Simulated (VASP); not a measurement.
## SnBi5O2: single point with PBE

Crystal: SnBi5O2.

```xyz
8
Lattice="3.4358 0.0000 0.0000 -1.7179 2.9755 0.0000 0.0000 0.0000 19.9145" Properties=species:S:1:pos:R:3 pbc="T T T"
Sn    0.0000    0.0000    0.0000
Bi    1.7179    0.9918    4.0123
Bi    0.0000    1.9837   15.9023
Bi    0.0000    1.9837    6.6668
Bi    0.0000    0.0000    9.9573
Bi    1.7179    0.9918   13.2477
O     0.0000    1.9837    0.9551
O     1.7179    0.9918   18.9594
```

```json
{
  "Program": "VASP 6.6.1",
  "Task": "single point",
  "Functional": "PBE",
  "Potentials or basis": "VASP PAW PBE potentials, release 64 (Sn_d, Bi_d, O)",
  "Cutoff": "520 eV",
  "k mesh": "5 × 5 × 1",
  "Occupations": "gaussian, width 0.2 eV",
  "Spin": "no spin polarisation"
}
```

```
Pressure               : 0.2 GPa
Largest force          : 0.036 eV/Å
Band gap on the k mesh : zero (an odd number of electrons rules out a gap without spin polarisation)
```

Forces in eV/Å, atoms in the order of the input:
```
Sn   0.000  0.000  0.000
Bi   0.000  0.000  0.008
Bi   0.000  0.000 -0.008
Bi   0.000  0.000 -0.036
Bi   0.000  0.000  0.000
Bi   0.000  0.000  0.036
O    0.000  0.000  0.034
O    0.000  0.000 -0.034
```

Stress tensor (GPa, compression positive):
```
0.07 0.00 0.00
0.00 0.07 0.00
0.00 0.00 0.60
```

Levels at points of the mesh, in eV from the Fermi level:
```csv
k point,band 47,band 48,band 49,band 50,band 51,band 52,band 53,band 54
"(0.00, 0.00, 0.00)",-1.38,1.31,1.83,3.07,3.96,3.96,4.01,4.01
```

It took 47 s on 1 thread of Intel(R) Xeon(R) 6975P-C (Granite Rapids) (shared host), peak memory 0.35 GiB.

Caveat: the k points lie up to 0.42 Å⁻¹ apart, too coarse for converged energies and pressures of a metal; spin-orbit coupling is left out, which moves the levels of the heavy elements; an odd number of electrons without spin polarisation forces a metal; a magnetic or distorted state may lie lower.
